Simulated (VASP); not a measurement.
Here is a VASP 6.6.1 calculation.

Contents of INCAR:

```
SYSTEM = TiC
PREC = Accurate ; ENCUT = 520
EDIFF = 1E-7 ; ISMEAR = 0
SIGMA = 0.1 ; LREAL = .False.
LASPH = .True. ; NELM = 100
ALGO = Normal ; ISIF = 2
LWAVE = .False. ; LCHARG = .False.
GGA = PS ; NBANDS = 15
```

KPOINTS

```
Automatic mesh
0
Gamma
  8 8 8
  0 0 0
```

File POSCAR:

```
TiC
1.0
    0.0000000000      2.1657188400      2.1657188400
    2.1657188400      0.0000000000      2.1657188400
    2.1657188400      2.1657188400      0.0000000000
Ti C
1 1
Direct
    0.0000000000      0.0000000000      0.0000000000
    0.5000000000      0.5000000000      0.5000000000
```

Potentials or basis: VASP PAW PBE potentials, release 64 (Ti_sv, C).

Launch:

```bash
$ cat potpaw_PBE.64/Ti_sv/POTCAR potpaw_PBE.64/C/POTCAR > POTCAR
$ mpirun -np 1 vasp_std > vasp.out
```

Q: Estimate the band gap on the k mesh.

A: Zero (band 8 reaches 9.96 eV, above the bottom of band 9 at 8.90 eV).

Q: What does it give for the pressure?

A: -6.4 GPa.

Caveat: the PAW data sets were made with another functional, which shifts forces and pressure a little.
